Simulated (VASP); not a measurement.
Set up this calculation in VASP 6.6.1, as the native input.

* Task: single point
* Functional: PBEsol
* Potentials or basis: VASP PAW PBE potentials, release 64 (Mn_pv, O)
* Cutoff: 520 eV
* k mesh: 7 × 7 × 7
* Occupations: fermi-dirac, width 0.03 eV
* Spin: collinear spin, ferromagnetic start
* Starting moments: [2.5, 0.0] μB
* Fixed moment: 2.5 μB
* Dipole correction: no
* Further INCAR settings: ALGO = Normal; EDIFF = 1e-06; NBANDS = 20

The structure of MnO lies in POSCAR:

```
MnO
1.0
    0.0000000000      2.2220000000      2.2220000000
    2.2220000000      0.0000000000      2.2220000000
    2.2220000000      2.2220000000      0.0000000000
Mn O
1 1
Direct
    0.0000000000      0.0000000000      0.0000000000
    0.5000000000      0.5000000000      0.5000000000
```

The input as run:

INCAR

```
PREC     = Accurate       # precision mode
ENCUT    = 520            # plane-wave cutoff, eV
EDIFF    = 1E-6           # SCF threshold, eV
ISMEAR   = -1             # smearing method
SIGMA    = 0.03           # smearing width, eV
LREAL    = F              # projectors in reciprocal space
LASPH    = T              # aspherical terms in the spheres
NELM     = 150            # most SCF steps
ALGO     = Normal         # electronic algorithm
ISIF     = 2              # what is computed and relaxed
LWAVE    = F              # write WAVECAR
LCHARG   = F              # write CHGCAR
ISPIN    = 2              # spin polarisation
MAGMOM   = 2.5 0          # initial moments
LORBIT   = 11             # projections on sites
NUPDOWN  = 2.5            # fixed moment
LMAXMIX  = 4              # l up to which the mixer works
GGA      = PS             # functional
NBANDS   = 20             # bands
```

KPOINTS

```
regular mesh
0
Gamma
  7 7 7
```

Potentials or basis: VASP PAW PBE potentials, release 64 (Mn_pv, O).

The run is started by

```console
$ cat potpaw_PBE.64/Mn_pv/POTCAR potpaw_PBE.64/O/POTCAR > POTCAR
$ mpirun -np 1 vasp_std > vasp.out
```

It gave:

```
Pressure                                              : -34.1 GPa
Net moment                                            : 2.50 μB per cell
Site moments                                          : Mn +2.48; O -0.04 μB
Valence electrons inside the program's atomic spheres : Mn 11.40; O 4.88
```

Caveat: the PAW data sets were made with another functional, which shifts forces and pressure a little; the total moment is fixed, so each spin has its own Fermi level; a cell with one magnetic atom can't hold antiferromagnetic order, which such compounds often take.

Run time: 10 s on 1 thread of Intel(R) Xeon(R) Platinum 8488C (Sapphire Rapids) (shared host), peak memory 0.15 GiB.
